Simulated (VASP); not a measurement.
# Au (I4/mmm) in VASP: notebook

Runs on Au. Level: r2SCAN. Tasks: single point.

All numbers are computed with VASP 6.6.1; they aren't measurements. Logs are shortened: lines on timing, memory, paths and dates and some standing lists are left out, and cuts for length are marked.

### 1 The cell of the first run

The structure is tetragonal, space group I4/mmm (No. 139). The conventional cell has a = 3.265 Å, b = 3.265 Å, c = 3.315 Å, α = 90.00°, β = 90.00°, γ = 90.00°. Au (site symmetry 4/mmm) has 14 Au at 2.84 to 3.31 Å within 3.7 Å.

### 2 Single point, r2SCAN (strain -0.015 along x and y, +0.000 along z)

Input file POSCAR:

```
Au
1.0
   -1.6324099650      1.6324099650      1.6572690000
    1.6324099650     -1.6324099650      1.6572690000
    1.6324099650      1.6324099650     -1.6572690000
Au
1
Direct
    0.0000000000      0.0000000000      0.0000000000
```

Input file INCAR.step1:

```
PREC = Accurate
ENCUT = 520
ISMEAR = 0
SIGMA = 0.15
LREAL = F
LASPH = T
NELM = 60
NBANDS = 12
GGA = PE
ALGO = Normal
EDIFF = 1E-4
LWAVE = T
LCHARG = F
```

Input file INCAR.step2:

```
PREC = Accurate
ENCUT = 520
EDIFF = 1E-6
ISMEAR = 0
SIGMA = 0.15
LREAL = F
LASPH = T
NELM = 60
ALGO = Normal
ISIF = 2
LWAVE = F
LCHARG = F
METAGGA = R2SCAN
LMIXTAU = T
NBANDS = 12
ISTART = 1
```

Input file KPOINTS:

```
Automatic mesh
0
Gamma
  20 20 20
```

Potentials or basis: VASP PAW PBE potentials, release 64 (Au).

The run is started by

```sh
$ cat potpaw_PBE.64/Au/POTCAR > POTCAR
$ cp INCAR.step1 INCAR
$ mpirun -np 1 vasp_std > vasp.out
$ cp INCAR.step2 INCAR
$ mpirun -np 1 vasp_std > vasp.out
```

OUTCAR:

```text
PREC = Accurate
   ENCUT = 520
   EDIFF = 1E-6
   ISMEAR = 0
   LREAL = F
   LASPH = T
   NELM = 60
   ISIF = 2
   METAGGA = R2SCAN
   ISTART = 1

 ion  position               nearest neighbor table
   1  0.000  0.000  0.000-

  LATTYP: Found a body centered tetragonal cell.
 ALAT       =     3.2648199300
 C/A-ratio  =     1.0152284264

  Lattice vectors:

 A1 = (  -1.6324099650,   1.6324099650,   1.6572690000)
 A2 = (   1.6324099650,  -1.6324099650,   1.6572690000)
 A3 = (   1.6324099650,   1.6324099650,  -1.6572690000)

Analysis of symmetry for initial positions (statically):
=====================================================================
 Subroutine PRICEL returns:
 Original cell was already a primitive cell.

 Routine SETGRP: Setting up the symmetry group for a
 body centered tetragonal supercell.

 Subroutine GETGRP returns: Found 16 space group operations
 (whereof 16 operations were pure point group operations)
 out of a pool of 16 trial point group operations.

The static configuration has the point symmetry D_4h.

Analysis of symmetry for dynamics (positions and initial velocities):
=====================================================================
 Subroutine PRICEL returns:
 Original cell was already a primitive cell.

 Routine SETGRP: Setting up the symmetry group for a
 body centered tetragonal supercell.

 Subroutine GETGRP returns: Found 16 space group operations
 (whereof 16 operations were pure point group operations)
 out of a pool of 16 trial point group operations.

The dynamic configuration has the point symmetry D_4h.

 Subroutine INISYM returns: Found 16 space group operations
 (whereof 16 operations are pure point group operations),
 and found     1 'primitive' translations

----------------------------------------------------------------------------------------

                                     Primitive cell

  volume of cell :      17.6649

  direct lattice vectors                    reciprocal lattice vectors
    -1.632409965  1.632409965  1.657269000     0.000000000  0.306295606  0.301701172
     1.632409965 -1.632409965  1.657269000     0.306295606  0.000000000  0.301701172
     1.632409965  1.632409965 -1.657269000     0.306295606  0.306295606  0.000000000

  length of vectors
     2.841841855  2.841841855  2.841841855     0.429930920  0.429930920  0.433167401

  position of ions in fractional coordinates (direct lattice)
[... 83 lines left out ...]
   ISIF   =      2    stress and relaxation
   ISYM   =      2    0-nonsym 1-usesym 2-fastsym
   POTIM  = 0.5000    time-step for ionic-motion
   TEBEG  =    0.0;   TEEND  =   0.0 temperature during run
   PSTRESS=    0.0 pullay stress
   NELECT =      11.0000    total number of electrons
   NUPDOWN=      -1.0000    fix difference up-down
   EMIN   =  10.00;   EMAX   =-10.00  energy-range for DOS
   EFERMI =   0.00;   METHOD = LEGACY
   ISMEAR =     0;   SIGMA  =   0.15  broadening in eV -4-tet -1-fermi 0-gaus
   EFERMI_NEDOS =   21; number of points for ismear=-14 and -15
   IALGO  =     38    algorithm
   IMIX   =      4    mixing-type and parameters
     AMIX     =   0.40;   BMIX     =  1.00
     AMIX_MAG =   1.60;   BMIX_MAG =  1.00
  volume/ion in A,a.u.               =      17.66       119.21
  Fermi-wavevector in a.u.,A,eV,Ry     =   1.397983  2.641805 26.590635  1.954357
  Thomas-Fermi vector in A             =   2.521186
   LORBIT       =      0    0 simple, 1 ext, 2 COOP (PROOUT), +10 PAW based schemes
   METAGGA = R2SCAN    functional components
   LHFCALC =     F    Hartree Fock is set to
   AEXX    =    0.0000 exact exchange contribution
   IVDW    =     0    specifies the selected vdW correction
   LEPSILON=     F    determine dielectric tensor
   LRPA    =     F    only Hartree local field effects (RPA)
 non-spin polarized calculation
 Gauss-broadening in eV      SIGMA  =   0.15
  energy-cutoff  :      520.00
  volume of cell :       17.66
 maximum number of plane-waves:       488
 NGX is ok and might be reduce to    24
   NGX = 11   NGY = 11   NGZ = 11

 number of electron      11.0000001 magnetization

 Free energy of the ion-electron system (eV)
  ---------------------------------------------------
  ext. energy  EPLUGINS =         0.00000000
  ---------------------------------------------------
  free energy    TOTEN  =       -50.57627029 eV

  energy without entropy =      -50.57347769  energy(sigma->0) =      -50.57487399

 E-fermi :   8.8184     XC(G=0): -13.3718

 val. band max:        8.8147901013   @ k =  -0.4500   0.4500   0.1000
 cond. band min:       8.8351063398   @ k =   0.5000   0.5000   0.0500
 fundamental gap:      0.0203162385
 Fermi energy:         8.8184472128

 k-point     1 :       0.0000    0.0000    0.0000
  band No.  band energies     occupation
      1      -0.9441      2.00000
      2       3.7665      2.00000
      3       3.7665      2.00000
      4       3.8610      2.00000
      5       5.6112      2.00000
      6       5.7187      2.00000
      7      25.9816      0.00000
      8      26.2503      0.00000
      9      26.2503      0.00000
     10      33.0238      0.00000
     11      33.5291      0.00000
     12      33.5291      0.00000
[... 331 lines left out ...]
 k-point    24 :      -0.3500    0.0500    0.0000
  band No.  band energies     occupation
      1       1.5360      2.00000
      2       3.0579      2.00000
      3       4.6441      2.00000
      4       5.3965      2.00000
      5       5.8169      2.00000
      6       6.2390      2.00000
      7      17.8123      0.00000
      8      23.1625      0.00000
      9      25.1512      0.00000
     10      29.7808      0.00000
     11      30.7575      0.00000
     12      32.6530      0.00000

 [... further k-points ...]

------------------------ aborting loop because EDIFF is reached ----------------------------------------

  FORCE on cell =-STRESS in cart. coord.  units (eV):
  Direction    XX          YY          ZZ          XY          YZ          ZX
  --------------------------------------------------------------------------------------
  -------------------------------------------------------------------------------------
  Total       -0.0470232     -0.0470232     -0.0485306      0.0000000      0.0000000      0.0000000
  in kB       -4.2649278     -4.2649278     -4.4016411      0.0000000      0.0000000      0.0000000
  external PRESSURE =      -4.3104989 kB  Pullay stress =       0.0000000 kB

 VOLUME and BASIS-vectors are now :
 -----------------------------------------------------------------------------
  energy-cutoff  :      520.00
  volume of cell :       17.66
      direct lattice vectors                 reciprocal lattice vectors
    -1.632409965  1.632409965  1.657269000     0.000000000  0.306295606  0.301701172
     1.632409965 -1.632409965  1.657269000     0.306295606  0.000000000  0.301701172
     1.632409965  1.632409965 -1.657269000     0.306295606  0.306295606  0.000000000

 POSITION                                       TOTAL-FORCE (eV/Angst)
 -----------------------------------------------------------------------------------
      0.00000      0.00000      0.00000        -0.000000     -0.000000      0.000000
 -----------------------------------------------------------------------------------
    total drift:                               -0.000000      0.000000      0.000000

  FREE ENERGIE OF THE ION-ELECTRON SYSTEM (eV)
  ---------------------------------------------------
  free  energy   TOTEN  =       -50.5762702923 eV

  energy  without entropy=      -50.5734776934  energy(sigma->0) =      -50.57487399
```

OUTCAR.step1:

```text
PREC = Accurate
   ENCUT = 520
   ISMEAR = 0
   LREAL = F
   LASPH = T
[... 577 lines left out ...]

 POSITION                                       TOTAL-FORCE (eV/Angst)
 -----------------------------------------------------------------------------------
      0.00000      0.00000      0.00000         0.000000     -0.000000      0.000000
 -----------------------------------------------------------------------------------
    total drift:                               -0.000000      0.000000     -0.000000

  FREE ENERGIE OF THE ION-ELECTRON SYSTEM (eV)
  ---------------------------------------------------
  free  energy   TOTEN  =        -3.1994958084 eV

  energy  without entropy=       -3.1969382870  energy(sigma->0) =       -3.19821705
```

OSZICAR.step1:

```text
N       E                     dE             d eps       ncg     rms          rms(c)
DAV:   1     0.494549271296E+02    0.49455E+02   -0.55608E+03 15940   0.813E+02
DAV:   2    -0.278133683624E+01   -0.52236E+02   -0.49352E+02 18244   0.186E+02
DAV:   3    -0.347324992807E+01   -0.69191E+00   -0.69123E+00 18268   0.206E+01
DAV:   4    -0.347561690318E+01   -0.23670E-02   -0.23669E-02 17584   0.139E+00
DAV:   5    -0.347563472883E+01   -0.17826E-04   -0.17825E-04 18060   0.116E-01    0.814E+00
DAV:   6    -0.321865363565E+01    0.25698E+00   -0.72876E-01 16716   0.676E+00    0.529E+00
DAV:   7    -0.320158634168E+01    0.17067E-01   -0.57499E-02 17884   0.192E+00    0.268E+00
DAV:   8    -0.319951040470E+01    0.20759E-02   -0.12367E-03 16876   0.298E-01    0.245E-01
DAV:   9    -0.319949580841E+01    0.14596E-04   -0.68228E-06  9692   0.232E-02
   1 F= -.31994958E+01 E0= -.31982170E+01  d E =-.255752E-02
```

Run time: 4 min. Hardware: 1 thread of Intel Xeon 6975P-C, shared host; peak memory 0.25 GiB.

Results:

```yaml
Free_energy: -50.5763 eV
Pressure: -0.4 GPa
```

Levels at points of the mesh, in eV from the Fermi level:
| k point | band 2 | band 3 | band 4 | band 5 | band 6 | band 7 | band 8 | band 9 | band 10 | band 11 |
| --- | --- | --- | --- | --- | --- | --- | --- | --- | --- | --- |
| (0.00, 0.00, 0.00) | -5.05 | -5.05 | -4.96 | -3.21 | -3.10 | 17.16 | 17.43 | 17.43 | 24.21 | 24.71 |
| (0.50, 0.00, 0.00) | -6.03 | -3.34 | -2.98 | -1.64 | -0.41 | 3.37 | 13.08 | 14.31 | 22.34 | 22.66 |
| (0.50, 0.50, 0.00) | -6.14 | -3.22 | -2.94 | -1.62 | -0.32 | 3.50 | 12.86 | 13.95 | 21.88 | 22.44 |
| (0.50, 0.50, 0.50) | -6.87 | -2.03 | -1.99 | -1.99 | 6.25 | 6.70 | 6.70 | 9.63 | 16.12 | 16.43 |

Caveat: the cell differs from its parent crystal (strain -0.015 along x and y, +0.000 along z); the PAW data sets were made with another functional, which shifts forces and pressure a little; spin-orbit coupling is left out, which moves the levels of the heavy elements.

### 3 Single point, r2SCAN (strain +0.000 along x and y, -0.015 along z)

Input file POSCAR:

```
Au
1.0
   -1.6572690000      1.6572690000      1.6324099650
    1.6572690000     -1.6572690000      1.6324099650
    1.6572690000      1.6572690000     -1.6324099650
Au
1
Direct
    0.0000000000      0.0000000000      0.0000000000
```

Input file INCAR.step1:

```
SYSTEM = Au
PREC     = Accurate       ! precision mode
ENCUT    = 520            ! plane-wave cutoff, eV
ISMEAR   = 0              ! smearing method
SIGMA    = 0.15           ! smearing width, eV
LREAL    = .FALSE.        ! projectors in reciprocal space
LASPH    = .TRUE.         ! aspherical terms in the spheres
NELM     = 100            ! most SCF steps
NBANDS   = 12             ! bands
GGA      = PE             ! functional
ALGO     = Normal         ! electronic algorithm
EDIFF    = 1E-4           ! SCF threshold, eV
LWAVE    = .TRUE.         ! write WAVECAR
LCHARG   = .FALSE.        ! write CHGCAR
```

Input file INCAR.step2:

```
SYSTEM = Au
PREC     = Accurate       ! precision mode
ENCUT    = 520            ! plane-wave cutoff, eV
EDIFF    = 1E-6           ! SCF threshold, eV
ISMEAR   = 0              ! smearing method
SIGMA    = 0.15           ! smearing width, eV
LREAL    = .FALSE.        ! projectors in reciprocal space
LASPH    = .TRUE.         ! aspherical terms in the spheres
NELM     = 100            ! most SCF steps
ALGO     = Normal         ! electronic algorithm
ISIF     = 2              ! what is computed and relaxed
LWAVE    = .FALSE.        ! write WAVECAR
LCHARG   = .TRUE.         ! write CHGCAR
METAGGA  = R2SCAN         ! meta-GGA
LMIXTAU  = .TRUE.       
LELF     = .TRUE.         ! ELF
LVHAR    = .TRUE.       
NBANDS   = 12             ! bands
ISTART   = 1
```

Input file KPOINTS:

```
Automatic mesh
0
G
  20 20 20
  0 0 0
```

Potentials or basis: VASP PAW PBE potentials, release 64 (Au).

The run is started by

```sh
$ cat potpaw_PBE.64/Au/POTCAR > POTCAR
$ cp INCAR.step1 INCAR
$ mpirun -np 1 vasp_std > vasp.out
$ cp INCAR.step2 INCAR
$ mpirun -np 1 vasp_std > vasp.out
```

OUTCAR:

```text
SYSTEM = Au
   PREC = Accurate
   ENCUT = 520
   EDIFF = 1E-6
   ISMEAR = 0
   LREAL = .FALSE.
   LASPH = .TRUE.
   NELM = 100
   ISIF = 2
   METAGGA = R2SCAN
   ISTART = 1

 ion  position               nearest neighbor table
   1  0.000  0.000  0.000-

  LATTYP: Found a body centered tetragonal cell.
 ALAT       =     3.3145380000
 C/A-ratio  =     0.9850000000

  Lattice vectors:

 A1 = (  -1.6572690000,   1.6572690000,   1.6324099650)
 A2 = (   1.6572690000,  -1.6572690000,   1.6324099650)
 A3 = (   1.6572690000,   1.6572690000,  -1.6324099650)
[... 532 lines left out ...]
      5       5.5883      2.00000
      6       6.0323      2.00000
      7      17.6400      0.00000
      8      22.7568      0.00000
      9      24.5274      0.00000
     10      29.2744      0.00000
     11      30.1227      0.00000
     12      32.7022      0.00000

 [... further k-points ...]
[... 5 lines left out ...]
  --------------------------------------------------------------------------------------
  -------------------------------------------------------------------------------------
  Total       -0.2882755     -0.2882755     -0.2899391      0.0000000     -0.0000000      0.0000000
  in kB      -25.7538999    -25.7538999    -25.9025303      0.0000000     -0.0000000      0.0000000
  external PRESSURE =     -25.8034434 kB  Pullay stress =       0.0000000 kB

 VOLUME and BASIS-vectors are now :
 -----------------------------------------------------------------------------
  energy-cutoff  :      520.00
  volume of cell :       17.93
      direct lattice vectors                 reciprocal lattice vectors
    -1.657269000  1.657269000  1.632409965     0.000000000  0.301701172  0.306295606
     1.657269000 -1.657269000  1.632409965     0.301701172  0.000000000  0.306295606
     1.657269000  1.657269000 -1.632409965     0.301701172  0.301701172  0.000000000

 POSITION                                       TOTAL-FORCE (eV/Angst)
 -----------------------------------------------------------------------------------
      0.00000      0.00000      0.00000         0.000000      0.000000      0.000000
 -----------------------------------------------------------------------------------
    total drift:                               -0.000000      0.000000      0.000000

  FREE ENERGIE OF THE ION-ELECTRON SYSTEM (eV)
  ---------------------------------------------------
  free  energy   TOTEN  =       -50.5738693902 eV

  energy  without entropy=      -50.5707782081  energy(sigma->0) =      -50.57232380
```

OUTCAR.step1:

```text
SYSTEM = Au
   PREC = Accurate
   ENCUT = 520
   ISMEAR = 0
   LREAL = .FALSE.
   LASPH = .TRUE.
   NELM = 100
[... 578 lines left out ...]
 -----------------------------------------------------------------------------------
      0.00000      0.00000      0.00000         0.000000      0.000000     -0.000000
 -----------------------------------------------------------------------------------
    total drift:                               -0.000000      0.000000      0.000000

  FREE ENERGIE OF THE ION-ELECTRON SYSTEM (eV)
  ---------------------------------------------------
  free  energy   TOTEN  =        -3.2021068351 eV

  energy  without entropy=       -3.1994028329  energy(sigma->0) =       -3.20075483
```

Run time: 3.8 min. Hardware: 1 thread of Intel Xeon 6975P-C, shared host; peak memory 0.25 GiB.

Results:

```
Free energy : -50.5739 eV
Pressure    : -2.6 GPa
```

Caveat: the cell differs from its parent crystal (strain +0.000 along x and y, -0.015 along z); the PAW data sets were made with another functional, which shifts forces and pressure a little; spin-orbit coupling is left out, which moves the levels of the heavy elements.

### 4 Single point, r2SCAN (strain -0.015 along x and y, +0.030 along z)

Input file POSCAR:

```
Au
1.0
   -1.6324099650      1.6324099650      1.7069870700
    1.6324099650     -1.6324099650      1.7069870700
    1.6324099650      1.6324099650     -1.7069870700
Au
1
Direct
    0.0000000000      0.0000000000      0.0000000000
```

Input file INCAR.step1:

```
SYSTEM = Au
ALGO     = Normal         ! electronic algorithm
EDIFF    = 1E-4           ! SCF threshold, eV
ENCUT    = 520            ! plane-wave cutoff, eV
GGA      = PE             ! functional
ISMEAR   = 0              ! smearing method
LASPH    = .TRUE.         ! aspherical terms in the spheres
LCHARG   = .FALSE.        ! write CHGCAR
LREAL    = .FALSE.        ! projectors in reciprocal space
LWAVE    = .TRUE.         ! write WAVECAR
NBANDS   = 12             ! bands
NELM     = 60             ! most SCF steps
PREC     = Accurate       ! precision mode
SIGMA    = 0.15           ! smearing width, eV
```

Input file INCAR.step2:

```
SYSTEM = Au
ALGO     = Normal         ! electronic algorithm
EDIFF    = 1E-7           ! SCF threshold, eV
ENCUT    = 520            ! plane-wave cutoff, eV
ISIF     = 2              ! what is computed and relaxed
ISMEAR   = 0              ! smearing method
ISTART   = 1            
LASPH    = .TRUE.         ! aspherical terms in the spheres
LCHARG   = .FALSE.        ! write CHGCAR
LMIXTAU  = .TRUE.       
LREAL    = .FALSE.        ! projectors in reciprocal space
LWAVE    = .FALSE.        ! write WAVECAR
METAGGA  = R2SCAN         ! meta-GGA
NBANDS   = 12             ! bands
NELM     = 60             ! most SCF steps
PREC     = Accurate       ! precision mode
SIGMA    = 0.15           ! smearing width, eV
```

Input file KPOINTS:

```
k-points
0
G
  20 20 20
  0 0 0
```

The run is started by

```sh
$ cat potpaw_PBE.64/Au/POTCAR > POTCAR
$ cp INCAR.step1 INCAR
$ mpirun -np 1 vasp_std > vasp.out
$ cp INCAR.step2 INCAR
$ mpirun -np 1 vasp_std > vasp.out
```

Wall time 4.3 min (1 thread of Intel Xeon 6975P-C, shared host); peak memory 0.26 GiB.

Results (log left out):

```
Free energy : -50.5687 eV
Pressure    : -4.4 GPa
```

Stress tensor (GPa, compression positive):
```
-4.51  0.00  0.00
 0.00 -4.51  0.00
 0.00  0.00 -4.18
```

Levels at points of the mesh, in eV from the Fermi level:
| k point | band 4 | band 5 | band 6 | band 7 | band 8 | band 9 |
| --- | --- | --- | --- | --- | --- | --- |
| (0.00, 0.00, 0.00) | -4.68 | -3.25 | -2.96 | 16.82 | 17.56 | 17.56 |
| (0.50, 0.00, 0.00) | -2.91 | -1.68 | -0.33 | 3.12 | 13.20 | 14.31 |
| (0.50, 0.50, 0.00) | -2.82 | -1.61 | -0.09 | 3.48 | 12.53 | 13.30 |
| (0.50, 0.50, 0.50) | -1.97 | -1.97 | 5.67 | 6.94 | 6.94 | 9.17 |

Caveat: the cell differs from its parent crystal (strain -0.015 along x and y, +0.030 along z); the PAW data sets were made with another functional, which shifts forces and pressure a little; spin-orbit coupling is left out, which moves the levels of the heavy elements.

(Continued in part 2 of 2.)
